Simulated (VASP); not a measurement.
# MgO (Periclase) (Fm-3m) in VASP: vibrations by perturbation theory with LDA

Aim: the vibrations by perturbation theory of MgO (Periclase) with LDA.

Everything below comes from runs of VASP 6.6.1. Logs are shortened: lines on timing, memory, paths and dates and some standing lists are left out, and cuts for length are marked.

## (1) The cell of the first run

It takes space group Fm-3m (No. 225, cubic). The conventional cell has a = 4.217 Å, b = 4.217 Å, c = 4.217 Å, α = 90.00°, β = 90.00°, γ = 90.00°. Mg (site symmetry m-3m) has 6 O at 2.11 Å within 2.8 Å. Within 2.8 Å of O (site symmetry m-3m) lie 6 Mg at 2.11 Å.

## (2) Vibrations by perturbation theory, LDA

INCAR reads:

```
  ALGO = Normal
  EDIFF = 1E-8
  ENCUT = 600
  GGA_COMPAT = False
  IBRION = 8
  ISIF = 2
  ISMEAR = 0
  LASPH = True
  LCHARG = False
  LREAL = False
  LWAVE = False
  NBANDS = 11
  NELM = 120
  NSW = 1
  PREC = Accurate
  SIGMA = 0.01
```

KPOINTS reads:

```
k-points
0
Gamma
  3 3 3
```

POSCAR reads:

```
MgO
1.0
    0.0000000000      2.1085000000      2.1085000000
    2.1085000000      0.0000000000      2.1085000000
    2.1085000000      2.1085000000      0.0000000000
Mg O
1 1
Direct
    0.0000000000      0.0000000000      0.0000000000
    0.5000000000      0.5000000000      0.5000000000
```

Potentials or basis: VASP PAW LDA potentials, release 64 (Mg, O).

The run is started by

```sh
cat potpaw_LDA.64/Mg/POTCAR potpaw_LDA.64/O/POTCAR > POTCAR
mpirun -np 1 vasp_std > vasp.out
```

OUTCAR:

```text
EDIFF = 1E-8
   ENCUT = 600
   IBRION = 8
   ISIF = 2
   ISMEAR = 0
   LASPH = True
   LREAL = False
   NELM = 120
   NSW = 1
   PREC = Accurate

 ion  position               nearest neighbor table
   1  0.000  0.000  0.000-   2 2.11   2 2.11   2 2.11   2 2.11   2 2.11   2 2.11
   2  0.500  0.500  0.500-   1 2.11   1 2.11   1 2.11   1 2.11   1 2.11   1 2.11

  LATTYP: Found a face centered cubic cell.
 ALAT       =     4.2170000000

  Lattice vectors:

 A1 = (   0.0000000000,   2.1085000000,   2.1085000000)
 A2 = (   2.1085000000,   0.0000000000,   2.1085000000)
 A3 = (   2.1085000000,   2.1085000000,   0.0000000000)

Analysis of symmetry for initial positions (statically):
=====================================================================
 Subroutine PRICEL returns:
 Original cell was already a primitive cell.

 Routine SETGRP: Setting up the symmetry group for a
 face centered cubic supercell.

 Subroutine GETGRP returns: Found 48 space group operations
 (whereof 48 operations were pure point group operations)
 out of a pool of 48 trial point group operations.

The static configuration has the point symmetry O_h .

Analysis of symmetry for dynamics (positions and initial velocities):
=====================================================================
 Subroutine PRICEL returns:
 Original cell was already a primitive cell.

 Routine SETGRP: Setting up the symmetry group for a
 face centered cubic supercell.

 Subroutine GETGRP returns: Found 48 space group operations
 (whereof 48 operations were pure point group operations)
 out of a pool of 48 trial point group operations.

The dynamic configuration has the point symmetry O_h .

 Subroutine INISYM returns: Found 48 space group operations
 (whereof 48 operations are pure point group operations),
 and found     1 'primitive' translations

----------------------------------------------------------------------------------------

                                     Primitive cell

  volume of cell :      18.7478

  direct lattice vectors                    reciprocal lattice vectors
     0.000000000  2.108500000  2.108500000    -0.237135404  0.237135404  0.237135404
     2.108500000  0.000000000  2.108500000     0.237135404 -0.237135404  0.237135404
     2.108500000  2.108500000  0.000000000     0.237135404  0.237135404 -0.237135404

  length of vectors
     2.981869296  2.981869296  2.981869296     0.410730569  0.410730569  0.410730569

  position of ions in fractional coordinates (direct lattice)
     0.000000000  0.000000000  0.000000000
     0.500000000  0.500000000  0.500000000

  ion indices of the primitive-cell ions
   primitive index   ion index
                 1           1
                 2           2

----------------------------------------------------------------------------------------

 KPOINTS: k-points

Automatic generation of k-mesh.
 Grid dimensions read from file:
 generate k-points for:    3    3    3

 Generating k-lattice:

  Cartesian coordinates                     Fractional coordinates (reciprocal lattice)
    -0.079045135  0.079045135  0.079045135     0.333333333  0.000000000  0.000000000
     0.079045135 -0.079045135  0.079045135     0.000000000  0.333333333  0.000000000
     0.079045135  0.079045135 -0.079045135     0.000000000  0.000000000  0.333333333

  Length of vectors
     0.136910190  0.136910190  0.136910190

  Shift w.r.t. Gamma in fractional coordinates (k-lattice)
     0.000000000  0.000000000  0.000000000
[... 59 lines left out ...]
   LEPSILON=     F    determine dielectric tensor
   LRPA    =     F    only Hartree local field effects (RPA)
 non-spin polarized calculation
 Gauss-broadening in eV      SIGMA  =   0.01
  energy-cutoff  :      600.00
  volume of cell :       18.75
 maximum number of plane-waves:       634
   NGX = 11   NGY = 11   NGZ = 11

--------------------------------------- Ionic step        1  -------------------------------------------

 number of electron       8.0000005 magnetization

 Free energy of the ion-electron system (eV)
  ---------------------------------------------------
  ext. energy  EPLUGINS =         0.00000000
  ---------------------------------------------------
  free energy    TOTEN  =       -13.32875989 eV

  energy without entropy =      -13.32875989  energy(sigma->0) =      -13.32875989

 E-fermi :   3.0112     XC(G=0): -11.5642

 val. band max:        2.9355794729   @ k =   0.0000   0.0000   0.0000
 cond. band min:       7.5048182715   @ k =   0.0000   0.0000   0.0000
 fundamental gap:      4.5692387986
 Fermi energy:         3.0112281758

 k-point     1 :       0.0000    0.0000    0.0000
  band No.  band energies     occupation
      1     -14.0615      2.00000
      2       2.9356      2.00000
      3       2.9356      2.00000
      4       2.9356      2.00000
      5       7.5048      0.00000
      6      18.3646      0.00000
      7      18.3646      0.00000
      8      18.3646      0.00000
      9      22.3798      0.00000
     10      24.0209      0.00000
     11      24.0209      0.00000
[... 30 lines left out ...]
  band No.  band energies     occupation
      1     -12.4662      2.00000
      2      -0.3673      2.00000
      3      -0.2035      2.00000
      4       1.9138      2.00000
      5      12.9618      0.00000
      6      14.8752      0.00000
      7      15.0635      0.00000
      8      20.2530      0.00000
      9      21.3793      0.00000
     10      25.7353      0.00000
     11      29.9215      0.00000

------------------------ aborting loop because EDIFF is reached ----------------------------------------

  FORCE on cell =-STRESS in cart. coord.  units (eV):
  Direction    XX          YY          ZZ          XY          YZ          ZX
  --------------------------------------------------------------------------------------
  -------------------------------------------------------------------------------------
  Total       -0.9374902     -0.9374902     -0.9374902     -0.0000000     -0.0000000     -0.0000000
  in kB      -80.1173415    -80.1173415    -80.1173415     -0.0000000     -0.0000000     -0.0000000
  external PRESSURE =     -80.1173415 kB  Pullay stress =       0.0000000 kB

 VOLUME and BASIS-vectors are now :
 -----------------------------------------------------------------------------
  energy-cutoff  :      600.00
  volume of cell :       18.75
      direct lattice vectors                 reciprocal lattice vectors
     0.000000000  2.108500000  2.108500000    -0.237135404  0.237135404  0.237135404
     2.108500000  0.000000000  2.108500000     0.237135404 -0.237135404  0.237135404
     2.108500000  2.108500000  0.000000000     0.237135404  0.237135404 -0.237135404

 POSITION                                       TOTAL-FORCE (eV/Angst)
 -----------------------------------------------------------------------------------
      0.00000      0.00000      0.00000         0.000000      0.000000      0.000000
      2.10850      2.10850      2.10850        -0.000000     -0.000000     -0.000000
 -----------------------------------------------------------------------------------
    total drift:                               -0.000000     -0.000000      0.000000

  FREE ENERGIE OF THE ION-ELECTRON SYSTEM (eV)
  ---------------------------------------------------
  free  energy   TOTEN  =       -13.3287598910 eV

  energy  without entropy=      -13.3287598910  energy(sigma->0) =      -13.32875989

[... ionic steps 2 to 3 ...]

--------------------------------------- Ionic step        4  -------------------------------------------

------------------------ aborting loop because EDIFF is reached ----------------------------------------

[... ionic steps 5 to 6 ...]

--------------------------------------- Ionic step        7  -------------------------------------------

 Free energy of the ion-electron system (eV)
  ---------------------------------------------------
  ---------------------------------------------------
  free energy    TOTEN  =        -0.35353304 eV

  energy without entropy =       -0.35353304

------------------------ aborting loop because EDIFF is reached ----------------------------------------

 INTERNAL STRAIN TENSOR  FOR ION    2  DIRECTION 1   (eV/Angst):
 -----------------------------------------------------------------------------
    -0.00711  0.00000  0.00000
    -0.00000  0.00203  0.00000
     0.00000  0.00000  0.00203

 INTERNAL STRAIN TENSOR FOR ION    2 for displacements in x,y,z  (eV/Angst):
          X           Y           Z          XY          YZ          ZX
  --------------------------------------------------------------------------------
  x     0.00000     0.00000     0.00000     0.00000     0.00000     0.00000
  y     0.00000     0.00000     0.00000     0.00000     0.00000     0.00000
  z     0.00000     0.00000     0.00000     0.00000     0.00000     0.00000

 SECOND DERIVATIVES (NOT SYMMETRIZED)
 ------------------------------------
               1X          1Y          1Z          2X          2Y          2Z
  1X    -4.824492    0.000000    0.000000    4.824492    0.000000    0.000000
  1Y     0.000000   -4.824492    0.000000    0.000000    4.824492    0.000000
  1Z     0.000000    0.000000   -4.824492    0.000000    0.000000    4.824492
  2X     4.850293    0.000000    0.000000   -4.850293    0.000000    0.000000
  2Y     0.000000    4.850293    0.000000    0.000000   -4.850293    0.000000
  2Z     0.000000    0.000000    4.850293    0.000000    0.000000   -4.850293

 Eigenvectors and eigenvalues of the dynamical matrix
 ----------------------------------------------------

   1 f  =   11.072551 THz    69.570892 2PiTHz  369.340557 cm-1    45.792372 meV
             X         Y         Z           dx          dy          dz
      0.000000  0.000000  0.000000     0.000000    0.629045   -0.000000
      2.108500  2.108500  2.108500    -0.000000   -0.777369    0.000000
[... 21 lines left out ...]
   6 f/i=    0.014439 THz     0.090725 2PiTHz    0.481646 cm-1     0.059716 meV
             X         Y         Z           dx          dy          dz
      0.000000  0.000000  0.000000    -0.232450   -0.605269   -0.428858
      2.108500  2.108500  2.108500    -0.188098   -0.489782   -0.347031

--------------------------------------------------------------------------------------------------------

 ELASTIC MODULI CONTR FROM IONIC RELAXATION (kBar)
 Direction    XX          YY          ZZ          XY          YZ          ZX
 --------------------------------------------------------------------------------
 XX           0.0000      0.0000      0.0000      0.0000      0.0000      0.0000
 YY           0.0000      0.0000      0.0000      0.0000      0.0000      0.0000
 ZZ           0.0000      0.0000      0.0000      0.0000      0.0000      0.0000
 XY           0.0000      0.0000      0.0000      0.0000      0.0000      0.0000
 YZ           0.0000      0.0000      0.0000      0.0000      0.0000      0.0000
 ZX           0.0000      0.0000      0.0000      0.0000      0.0000      0.0000
 --------------------------------------------------------------------------------
```

Run time: 24 s. Hardware: 1 thread of Intel Xeon 8259CL, shared host; peak memory 0.14 GiB.

Results:

- Highest phonon frequency at Γ, LO-TO splitting left out: 369 cm⁻¹

Phonon frequencies in cm⁻¹ (negative: imaginary):
```tsv
q point	frequencies
(0.000, 0.000, 0.000)	0 0 0 369 369 369
```

Caveat: the k points lie up to 0.86 Å⁻¹ apart; the cell wasn't relaxed at this level first, which shifts response properties.
